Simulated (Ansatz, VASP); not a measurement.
**One calculation of NaB4, two programs**

```
Na B
1.0
     3.35978    0.00000    0.00000
    -1.67989    2.90966    0.00000
     0.00000    0.00000    5.57805
Na B
1 4
Direct
  0.00000 0.00000 0.97271
  0.83337 0.16663 0.46374
  0.83337 0.66674 0.46374
  0.33326 0.16663 0.46374
  0.33333 0.66667 0.61817
```

Alike in both runs: functional PBE; k mesh 5 × 5 × 3; occupations gaussian, width 0.2 eV; no spin polarisation.

Ansatz relaxed the structure, and its values are those at the end. VASP's run is a single point on that final structure, the one shown.

|  | VASP | Ansatz |
| --- | --- | --- |
| version | VASP 6.6.1 | Ansatz 0.2.0 |
| potentials or method | VASP PAW PBE potentials, release 64 (Na_pv, B), cutoff 500 eV | scalar-relativistic, plane waves, PAW |
| valence electrons in the cell | 19 | 21 |

|  | VASP | Ansatz | Ansatz less VASP |
| --- | --- | --- | --- |
| gap on the k mesh at the Fermi level (eV) | none | none | - |
| pressure (GPa) | 0.0 | 0.0 | +0.01 |
| rms of the force components (eV/Å) | 0.003 | 0.004 | +0.0006 |

A gap of «none» marks a metal or a gap that the smearing closes. The functional is the same, so the differences come from potentials, cutoffs and numerics. VASP's potentials hold 19 valence electrons a cell and Ansatz's 21, so a difference there can come from the potentials and not from the codes.

The k mesh is coarse, so the values compare programs but aren't converged.
